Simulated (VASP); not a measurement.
# GaF: single point with r2SCAN-based global hybrid

The system is GaF.

```
Ga F
1.0
     3.16592    0.00000    0.00000
     0.00000    3.16592    0.00000
     0.00000    0.00000    3.16592
Ga F
1 1
Direct
  0.00000 0.00000 0.00000
  0.50000 0.50000 0.50000
```

```yaml
Program: VASP 6.6.1
Task: single point
Functional: r2SCAN-based global hybrid
Potentials_or_basis: VASP PAW PBE potentials, release 64 (Ga_d, F)
Cutoff: 520 eV
k_mesh: 5 × 5 × 5
Occupations: fermi-dirac, width 0.05 eV
Spin: no spin polarisation
Dipole_correction: no
Grid_for_exact_exchange_PRECFOCK: Normal
Share_of_exact_exchange: 0.15
Further_INCAR_settings: ALGO = Normal; EDIFF = 1e-06; NBANDS = 17
```

* Pressure: -2.0 GPa
* Band gap on the k mesh: 3.27 eV, indirect (least direct gap 4.03 eV)

Levels at points of the mesh, in eV from the valence-band top:
```csv
k point,band 7,band 8,band 9,band 10,band 11,band 12,band 13,band 14
"(0.00, 0.00, 0.00)",-5.50,-3.31,-3.31,-3.31,10.83,10.83,10.83,12.23
```

It took 16 min on 1 thread of Intel Xeon 8259CL, with other jobs on the host, peak memory 0.16 GiB.

Caveat: the PAW data sets were made with another functional, which shifts forces and pressure a little. A k mesh can miss the band edges.
